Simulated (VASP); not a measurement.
A run of VASP 6.6.1 is set up as follows.

The input INCAR:

```
  PREC = Accurate
  ENCUT = 520
  EDIFF = 1E-6
  ISMEAR = 0
  SIGMA = 0.02
  LREAL = False
  LASPH = True
  NELM = 60
  ALGO = Normal
  ISIF = 2
  LWAVE = False
  LCHARG = False
  GGA = PE
  NBANDS = 11
```

Contents of KPOINTS:

```
Automatic mesh
0
Gamma
  10 10 10
```

The input POSCAR:

```
AlN
1.0
    0.0000000000      2.0102868906      2.0102868906
    2.0102868906      0.0000000000      2.0102868906
    2.0102868906      2.0102868906      0.0000000000
Al N
1 1
Direct
    0.5000000000      0.5000000000      0.5000000000
    0.0000000000      0.0000000000      0.0000000000
```

Potentials or basis: VASP PAW PBE potentials, release 64 (Al, N).

The run is started by

```console
$ cat potpaw_PBE.64/Al/POTCAR potpaw_PBE.64/N/POTCAR > POTCAR
$ mpirun -np 1 vasp_std > vasp.out
```

What does it give for the pressure?

9.7 GPa.

What does it give for the band gap on the k mesh?

4.77 eV, indirect (least direct gap 5.92 eV).

Caveat: the cell differs from its parent crystal (strained). A k mesh can miss the band edges.
